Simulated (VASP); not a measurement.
# TiAl (P4/mmm) in VASP: notebook

The runs below take TiAl through single point, with LDA.

Everything below comes from runs of VASP 6.6.1. Logs are shortened: lines on timing, memory, paths and dates and some standing lists are left out, and cuts for length are marked.

### 1 The cell of the first run

The structure is tetragonal, space group P4/mmm (No. 123). The conventional cell has a = 2.789 Å, b = 2.789 Å, c = 3.684 Å, α = 90.00°, β = 90.00°, γ = 90.00°. Within 3.7 Å of Ti (site symmetry 4/mmm) lie 8 Al at 2.70 Å and 6 Ti at 2.79 to 3.68 Å. Within 3.7 Å of Al (site symmetry 4/mmm) lie 8 Ti at 2.70 Å and 6 Al at 2.79 to 3.68 Å.

### 2 Single point, LDA (14.33 Å³/atom)

Input file INCAR:

```
ALGO = Fast ; EDIFF = 1E-7
ENCUT = 520 ; ISIF = 2
ISMEAR = 0 ; LASPH = True
LCHARG = False ; LREAL = False
LWAVE = False ; NBANDS = 14
NELM = 100 ; PREC = Accurate
SIGMA = 0.15
```

Input file KPOINTS:

```
k-points
0
Gamma
  16 16 16
```

Input file POSCAR:

```
TiAl
1.0
    2.7893356100      0.0000000000      0.0000000000
    0.0000000000      2.7893356100      0.0000000000
    0.0000000000      0.0000000000      3.6838755401
Ti Al
1 1
Direct
    0.0000000000      0.0000000000      0.0000000000
    0.5000000000      0.5000000000      0.5000000000
```

Potentials or basis: VASP PAW LDA potentials, release 64 (Ti_sv, Al).

On the command line:

```
$ cat potpaw_LDA.64/Ti_sv/POTCAR potpaw_LDA.64/Al/POTCAR > POTCAR
$ mpirun -np 1 vasp_std > vasp.out
```

OUTCAR:

```text
EDIFF = 1E-7
   ENCUT = 520
   ISIF = 2
   ISMEAR = 0
   LASPH = True
   LREAL = False
   NELM = 100
   PREC = Accurate

 ion  position               nearest neighbor table
   1  0.000  0.000  0.000-   2 2.70   2 2.70   2 2.70   2 2.70   2 2.70   2 2.70   2 2.70   2 2.70

   2  0.500  0.500  0.500-   1 2.70   1 2.70   1 2.70   1 2.70   1 2.70   1 2.70   1 2.70   1 2.70

  LATTYP: Found a simple tetragonal cell.
 ALAT       =     2.7893356100
 C/A-ratio  =     1.3207000000

  Lattice vectors:

 A1 = (   2.7893356100,   0.0000000000,   0.0000000000)
 A2 = (   0.0000000000,   2.7893356100,   0.0000000000)
 A3 = (   0.0000000000,   0.0000000000,   3.6838755401)

Analysis of symmetry for initial positions (statically):
=====================================================================
 Subroutine PRICEL returns:
 Original cell was already a primitive cell.

 Routine SETGRP: Setting up the symmetry group for a
 simple tetragonal supercell.

 Subroutine GETGRP returns: Found 16 space group operations
 (whereof 16 operations were pure point group operations)
 out of a pool of 16 trial point group operations.

The static configuration has the point symmetry D_4h.

Analysis of symmetry for dynamics (positions and initial velocities):
=====================================================================
 Subroutine PRICEL returns:
 Original cell was already a primitive cell.

 Routine SETGRP: Setting up the symmetry group for a
 simple tetragonal supercell.

 Subroutine GETGRP returns: Found 16 space group operations
 (whereof 16 operations were pure point group operations)
 out of a pool of 16 trial point group operations.

The dynamic configuration has the point symmetry D_4h.

 Subroutine INISYM returns: Found 16 space group operations
 (whereof 16 operations are pure point group operations),
 and found     1 'primitive' translations

----------------------------------------------------------------------------------------

                                     Primitive cell

  volume of cell :      28.6620

  direct lattice vectors                    reciprocal lattice vectors
     2.789335610  0.000000000  0.000000000     0.358508312  0.000000000  0.000000000
     0.000000000  2.789335610  0.000000000     0.000000000  0.358508312  0.000000000
     0.000000000  0.000000000  3.683875540     0.000000000  0.000000000  0.271453253

  length of vectors
     2.789335610  2.789335610  3.683875540     0.358508312  0.358508312  0.271453253

  position of ions in fractional coordinates (direct lattice)
     0.000000000  0.000000000  0.000000000
     0.500000000  0.500000000  0.500000000

  ion indices of the primitive-cell ions
   primitive index   ion index
                 1           1
                 2           2

----------------------------------------------------------------------------------------

 KPOINTS: k-points

Automatic generation of k-mesh.
 Grid dimensions read from file:
 generate k-points for:   16   16   16

 Generating k-lattice:

  Cartesian coordinates                     Fractional coordinates (reciprocal lattice)
     0.022406769  0.000000000  0.000000000     0.062500000  0.000000000  0.000000000
     0.000000000  0.022406769  0.000000000     0.000000000  0.062500000  0.000000000
     0.000000000  0.000000000  0.016965828     0.000000000  0.000000000  0.062500000

  Length of vectors
     0.022406769  0.022406769  0.016965828

  Shift w.r.t. Gamma in fractional coordinates (k-lattice)
     0.000000000  0.000000000  0.000000000

 Subroutine IBZKPT returns following result:
 ===========================================

 Found    405 irreducible k-points:

 Following reciprocal coordinates:
            Coordinates               Weight
  0.000000  0.000000  0.000000      1.000000
  0.062500  0.000000  0.000000      4.000000
  0.125000  0.000000  0.000000      4.000000
  0.187500  0.000000  0.000000      4.000000
  0.250000  0.000000  0.000000      4.000000
  0.312500  0.000000  0.000000      4.000000
[... 16 lines left out ...]
  0.437500  0.125000  0.000000      8.000000
  0.500000  0.125000  0.000000      4.000000
 [... further k-points ...]
   k-points           NKPTS =    405   k-points in BZ     NKDIM =    405   number of bands    NBANDS=     14
   number of dos      NEDOS =    301   number of ions     NIONS =      2
   total plane-waves  NPLWV =  16128
   dimension x,y,z NGX =    24 NGY =   24 NGZ =   28
   dimension x,y,z NGXF=    48 NGYF=   48 NGZF=   56
   ions per type =               1   1
   NGX,Y,Z   is equivalent  to a cutoff of  14.30, 14.30, 12.64 a.u.
   NGXF,Y,Z  is equivalent  to a cutoff of  28.61, 28.61, 25.27 a.u.
 SYSTEM =  unknown system
   PREC   = accura    normal or accurate (medium, high low for compatibility)
   ISTART =      0    job   : 0-new  1-cont  2-samecut
   ICHARG =      2    charge: 1-file 2-atom 10-const
   ISPIN  =      1    spin polarized calculation?
   LNONCOLLINEAR =      F non collinear calculations
   LSORBIT =      F    spin-orbit coupling
   LASPH  =      T    aspherical Exc in radial PAW
   ENCUT  =  520.0 eV  38.22 Ry    6.18 a.u.   5.19  5.19  6.85*2*pi/ulx,y,z
   NELM   =    100;   NELMIN=  2; NELMDL= -5     # of ELM steps
   EDIFF  = 0.1E-06   stopping-criterion for ELM
   LREAL  =      F    real-space projection
   EDIFFG = 0.1E-05   stopping-criterion for IOM
   NSW    =      0    number of steps for IOM
   IBRION =     -1    ionic relax: 0-MD 1-quasi-New 2-CG
   NFREE  =      0    steps in history (QN), initial steepest desc. (CG)
   ISIF   =      2    stress and relaxation
   ISYM   =      2    0-nonsym 1-usesym 2-fastsym
   POTIM  = 0.5000    time-step for ionic-motion
   TEBEG  =    0.0;   TEEND  =   0.0 temperature during run
   PSTRESS=    0.0 pullay stress
   NELECT =      15.0000    total number of electrons
   NUPDOWN=      -1.0000    fix difference up-down
   EMIN   =  10.00;   EMAX   =-10.00  energy-range for DOS
   EFERMI =   0.00;   METHOD = LEGACY
   ISMEAR =     0;   SIGMA  =   0.15  broadening in eV -4-tet -1-fermi 0-gaus
   EFERMI_NEDOS =   21; number of points for ismear=-14 and -15
   IALGO  =     68    algorithm
   IMIX   =      4    mixing-type and parameters
     AMIX     =   0.40;   BMIX     =  1.00
     AMIX_MAG =   1.60;   BMIX_MAG =  1.00
  volume/ion in A,a.u.               =      14.33        96.71
  Fermi-wavevector in a.u.,A,eV,Ry     =   1.319278  2.493074 23.680875  1.740495
  Thomas-Fermi vector in A             =   2.449188
   LORBIT       =      0    0 simple, 1 ext, 2 COOP (PROOUT), +10 PAW based schemes
   GGA     = CA    functional components
   LHFCALC =     F    Hartree Fock is set to
   AEXX    =    0.0000 exact exchange contribution
   IVDW    =     0    specifies the selected vdW correction
   LEPSILON=     F    determine dielectric tensor
   LRPA    =     F    only Hartree local field effects (RPA)
 non-spin polarized calculation
 RMM-DIIS sequential band-by-band and
 Gauss-broadening in eV      SIGMA  =   0.15
  energy-cutoff  :      520.00
  volume of cell :       28.66
 maximum number of plane-waves:       800
 NGX is ok and might be reduce to    24
   NGX = 11   NGY = 11   NGZ = 13

 number of electron      14.9999994 magnetization

 Free energy of the ion-electron system (eV)
  ---------------------------------------------------
  ext. energy  EPLUGINS =         0.00000000
  ---------------------------------------------------
  free energy    TOTEN  =       -13.50687830 eV

  energy without entropy =      -13.48790224  energy(sigma->0) =      -13.49739027

 E-fermi :   9.4798     XC(G=0): -11.8144

 val. band max:        9.4758504672   @ k =   0.5000   0.1875   0.3750
 cond. band min:       9.4889172780   @ k =   0.1875   0.1250   0.1875
 fundamental gap:      0.0130668108
 Fermi energy:         9.4798483759

 k-point     1 :       0.0000    0.0000    0.0000
  band No.  band energies     occupation
      1     -46.2200      2.00000
      2     -23.0031      2.00000
      3     -22.5550      2.00000
      4     -22.5550      2.00000
      5      -0.0279      2.00000
      6       7.5064      2.00000
      7       8.3872      2.00000
      8      10.3616      0.00000
      9      11.7278      0.00000
     10      11.7278      0.00000
     11      12.8673      0.00000
     12      17.5993      0.00000
     13      17.6904      0.00000
     14      17.6904      0.00000

 k-point     2 :       0.0625    0.0000    0.0000
  band No.  band energies     occupation
      1     -46.2172      2.00000
      2     -23.0004      2.00000
      3     -22.5776      2.00000
      4     -22.5531      2.00000
      5       0.0529      2.00000
      6       7.5644      2.00000
      7       8.4132      2.00000
      8      10.1359      0.00000
      9      11.7427      0.00000
     10      11.9741      0.00000
     11      12.7726      0.00000
     12      16.7837      0.00000
     13      17.5770      0.00000
     14      17.8107      0.00000

 k-point     3 :       0.1250    0.0000    0.0000
  band No.  band energies     occupation
      1     -46.2094      2.00000
      2     -22.9929      2.00000
      3     -22.6414      2.00000
      4     -22.5475      2.00000
      5       0.2930      2.00000
      6       7.7256      2.00000
      7       8.4680      2.00000
      8       9.6880      0.04970
      9      11.7852      0.00000
     10      12.4891      0.00000
     11      12.5213      0.00000
     12      15.4672      0.00000
     13      17.5015      0.00000
     14      18.1452      0.00000
[... 324 lines left out ...]
 k-point    23 :       0.4375    0.1250    0.0000
  band No.  band energies     occupation
      1     -46.1395      2.00000
      2     -23.0941      2.00000
      3     -22.9259      2.00000
      4     -22.5864      2.00000
      5       3.8277      2.00000
      6       5.7881      2.00000
      7       8.1139      2.00000
      8       9.3635      1.72730
      9      10.6209      0.00000
     10      11.4160      0.00000
     11      14.0620      0.00000
     12      16.5006      0.00000
     13      16.5770      0.00000
     14      19.3672      0.00000

 k-point    24 :       0.5000    0.1250    0.0000
  band No.  band energies     occupation
      1     -46.1367      2.00000
      2     -23.1150      2.00000
      3     -22.9233      2.00000
      4     -22.5843      2.00000
      5       4.7504      2.00000
      6       4.8195      2.00000
      7       8.0585      2.00000
      8       9.4658      1.10563
      9      10.5097      0.00000
     10      11.4403      0.00000
     11      14.2564      0.00000
     12      16.3523      0.00000
     13      16.9347      0.00000
     14      18.6391      0.00000

 [... further k-points ...]
[... 5 lines left out ...]
  --------------------------------------------------------------------------------------
  -------------------------------------------------------------------------------------
  Total        1.3167623      1.3167623      2.3792078      0.0000000     -0.0000000      0.0000000
  in kB       73.6057024     73.6057024    132.9953532      0.0000000     -0.0000000      0.0000000
  external PRESSURE =      93.4022527 kB  Pullay stress =       0.0000000 kB

 VOLUME and BASIS-vectors are now :
 -----------------------------------------------------------------------------
  energy-cutoff  :      520.00
  volume of cell :       28.66
      direct lattice vectors                 reciprocal lattice vectors
     2.789335610  0.000000000  0.000000000     0.358508312  0.000000000  0.000000000
     0.000000000  2.789335610  0.000000000     0.000000000  0.358508312  0.000000000
     0.000000000  0.000000000  3.683875540     0.000000000  0.000000000  0.271453253

 POSITION                                       TOTAL-FORCE (eV/Angst)
 -----------------------------------------------------------------------------------
      0.00000      0.00000      0.00000         0.000000      0.000000      0.000000
      1.39467      1.39467      1.84194         0.000000      0.000000      0.000000
 -----------------------------------------------------------------------------------
    total drift:                                0.000000      0.000000      0.000000

  FREE ENERGIE OF THE ION-ELECTRON SYSTEM (eV)
  ---------------------------------------------------
  free  energy   TOTEN  =       -13.5068782972 eV

  energy  without entropy=      -13.4879022406  energy(sigma->0) =      -13.49739027
```

It took 4 min on 1 thread of Intel Xeon 6975P-C (Granite Rapids), shared host; peak memory 0.27 GiB.

Results:

| Item | Value |
| --- | --- |
| Free energy | -13.5069 eV |
| Pressure | 9.3 GPa |
| Band gap on the k mesh | zero (an odd number of electrons rules out a gap without spin polarisation) |

Caveat: the cell stands under pressure.

### 3 Single point, LDA (14.33 Å³/atom)

Input file INCAR:

```
PREC = Accurate
ENCUT = 520
EDIFF = 1E-6
ISMEAR = 0
SIGMA = 0.15
LREAL = F
LASPH = T
NELM = 60
ALGO = Fast
ISIF = 2
LWAVE = F
LCHARG = F
GGA = CA
NBANDS = 14
```

Input file KPOINTS:

```
Automatic mesh
0
Gamma
  16 16 16
```

Input file POSCAR:

```
TiAl
1.0
    3.2353955483      0.0000000000      0.0000000000
    0.0000000000      3.2353955483      0.0000000000
    0.0000000000      0.0000000000      2.7381152525
Ti Al
1 1
Direct
    0.0000000000      0.0000000000      0.0000000000
    0.5000000000      0.5000000000      0.5000000000
```

Potentials or basis: VASP PAW LDA potentials, release 64 (Ti_sv, Al).

On the command line:

```
$ cat potpaw_LDA.64/Ti_sv/POTCAR potpaw_LDA.64/Al/POTCAR > POTCAR
$ mpirun -np 1 vasp_std > vasp.out
```

OUTCAR:

```text
PREC = Accurate
   ENCUT = 520
   EDIFF = 1E-6
   ISMEAR = 0
   LREAL = F
   LASPH = T
   NELM = 60
   ISIF = 2
   GGA = CA

 ion  position               nearest neighbor table
   1  0.000  0.000  0.000-   2 2.67   2 2.67   2 2.67   2 2.67   2 2.67   2 2.67   2 2.67   2 2.67

   2  0.500  0.500  0.500-   1 2.67   1 2.67   1 2.67   1 2.67   1 2.67   1 2.67   1 2.67   1 2.67

  LATTYP: Found a simple tetragonal cell.
 ALAT       =     3.2353955483
 C/A-ratio  =     0.8463000000

  Lattice vectors:

 A1 = (   3.2353955483,   0.0000000000,   0.0000000000)
 A2 = (   0.0000000000,   3.2353955483,   0.0000000000)
 A3 = (   0.0000000000,   0.0000000000,   2.7381152525)

Analysis of symmetry for initial positions (statically):
=====================================================================
 Subroutine PRICEL returns:
 Original cell was already a primitive cell.

 Routine SETGRP: Setting up the symmetry group for a
 simple tetragonal supercell.

 Subroutine GETGRP returns: Found 16 space group operations
 (whereof 16 operations were pure point group operations)
 out of a pool of 16 trial point group operations.

[... 176 lines left out ...]
      5       0.0577      2.00000
      6       7.8200      2.00000
      7       8.2148      2.00000
      8      11.1730      0.00000
      9      12.3184      0.00000
     10      12.3184      0.00000
     11      13.2258      0.00000
     12      13.2258      0.00000
     13      18.4254      0.00000
     14      18.4859      0.00000
[... 377 lines left out ...]
      1     -46.1515      2.00000
      2     -22.9886      2.00000
      3     -22.8312      2.00000
      4     -22.4412      2.00000
      5       3.1761      2.00000
      6       4.4789      2.00000
      7       8.8422      2.00000
      8       8.8889      2.00000
      9      11.3965      0.00000
     10      12.3181      0.00000
     11      12.5644      0.00000
     12      15.8877      0.00000
     13      17.3530      0.00000
     14      19.8759      0.00000

 [... further k-points ...]

------------------------ aborting loop because EDIFF is reached ----------------------------------------

  FORCE on cell =-STRESS in cart. coord.  units (eV):
  Direction    XX          YY          ZZ          XY          YZ          ZX
  --------------------------------------------------------------------------------------
  -------------------------------------------------------------------------------------
  Total        1.6860688      1.6860688      1.9817623      0.0000000      0.0000000      0.0000000
  in kB       94.2495685     94.2495685    110.7785455      0.0000000      0.0000000      0.0000000
  external PRESSURE =      99.7592275 kB  Pullay stress =       0.0000000 kB

 VOLUME and BASIS-vectors are now :
 -----------------------------------------------------------------------------
  energy-cutoff  :      520.00
  volume of cell :       28.66
      direct lattice vectors                 reciprocal lattice vectors
     3.235395548  0.000000000  0.000000000     0.309081219  0.000000000  0.000000000
     0.000000000  3.235395548  0.000000000     0.000000000  0.309081219  0.000000000
     0.000000000  0.000000000  2.738115253     0.000000000  0.000000000  0.365214722

 POSITION                                       TOTAL-FORCE (eV/Angst)
 -----------------------------------------------------------------------------------
      0.00000      0.00000      0.00000         0.000000      0.000000      0.000000
      1.61770      1.61770      1.36906         0.000000      0.000000      0.000000
 -----------------------------------------------------------------------------------
    total drift:                                0.000000      0.000000      0.000000

  FREE ENERGIE OF THE ION-ELECTRON SYSTEM (eV)
  ---------------------------------------------------
  free  energy   TOTEN  =       -13.2747721344 eV

  energy  without entropy=      -13.2480777830  energy(sigma->0) =      -13.26142496
```

Wall time 2.1 min (1 thread of Intel Xeon 6975P-C (Granite Rapids), shared host); peak memory 0.26 GiB.

What came out:

| Quantity | Value |
| --- | --- |
| Free energy | -13.2748 eV |
| Pressure | 10.0 GPa |
| Band gap on the k mesh | zero (an odd number of electrons rules out a gap without spin polarisation) |

Caveat: the cell stands under pressure.

[end of part 1 of 2]
